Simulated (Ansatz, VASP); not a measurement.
WC: VASP beside Ansatz

```
W C
1.0
     2.90600    0.00000    0.00000
    -1.45300    2.51667    0.00000
     0.00000    0.00000    2.83700
W C
1 1
Direct
  0.00000 0.00000 0.00000
  0.33333 0.66667 0.50000
```

Alike in both runs: task relaxation of cell and atoms; functional LDA; k mesh 18 × 18 × 18; occupations gaussian, width 0.1 eV; no spin polarisation.

```csv
,VASP,Ansatz
version,VASP 6.6.1,Ansatz 0.2.0
potentials or method,"VASP PAW LDA potentials, release 64 (W_sv, C)","scalar-relativistic, plane waves, PAW"
plane-wave cutoff (eV),600,420
valence electrons in the cell,18,18
```

|  | VASP | Ansatz | Ansatz less VASP |
| --- | --- | --- | --- |
| gap on the k mesh at the Fermi level, each at its own relaxed structure (eV) | none | none | - |
| relaxed volume (Å³/atom) | 10.19 | 10.13 | -0.062 |
| relaxed length of the cell vector where the two differ most in proportion (Å) | 2.818 | 2.812 | -0.0059 |

LDA's correlation is that of Perdew and Zunger in VASP and of Perdew and Wang (1992) in Ansatz. A gap of «none» marks a metal or a gap that the smearing closes.

Spin-orbit coupling is off throughout.
